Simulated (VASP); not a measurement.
Runs of VASP 6.6.1 on Mo. The structure is that of space group Im-3m (No. 229), or close to it. The cells are those of the table. 

| task | level | cell | cutoff (eV) | gap on the mesh (eV) | pressure (GPa) | relaxed volume (Å³/atom) |
| --- | --- | --- | --- | --- | --- | --- |
| relaxation of cell and atoms | PBEsol | relaxed from a = 2.725 Å, angles 109.5°, 1 atom | 600 | none | 0.0 | 15.37 |
| relaxation of cell and atoms | revPBE+D3(BJ) | relaxed from a = 2.725 Å, angles 109.5°, 1 atom | 600 | none | 0.0 | (a) |
| single point | revPBE+D3(BJ) | a = 2.698 Å, angles 109.5°, 1 atom | 520 | none | 0.6 | - |
| single point | PBE+D3(BJ) | a = 2.712 Å, angles 109.5°, 1 atom | 520 | none | 0.6 | - |
| single point | PBEsol | a = 2.711 Å, angles 109.5°, 1 atom | 520 | none | 0.6 | - |

Alike in all rows: potentials or basis VASP PAW PBE potentials, release 64 (Mo_sv); no spin polarisation; k mesh 15 × 15 × 15; smearing methfessel-paxton 0.1 eV.

Estimate the missing entries.

(a) 15.14.

Caveats: the PAW data sets were made with another functional, which shifts forces and pressure a little (some runs); pairwise dispersion overbinds metals, which lowers pressure and volume (some runs).

A k mesh can miss the band edges, and the runs leave out spin-orbit coupling on Mo.

A gap of «none» marks levels without a gap at the run's occupations.
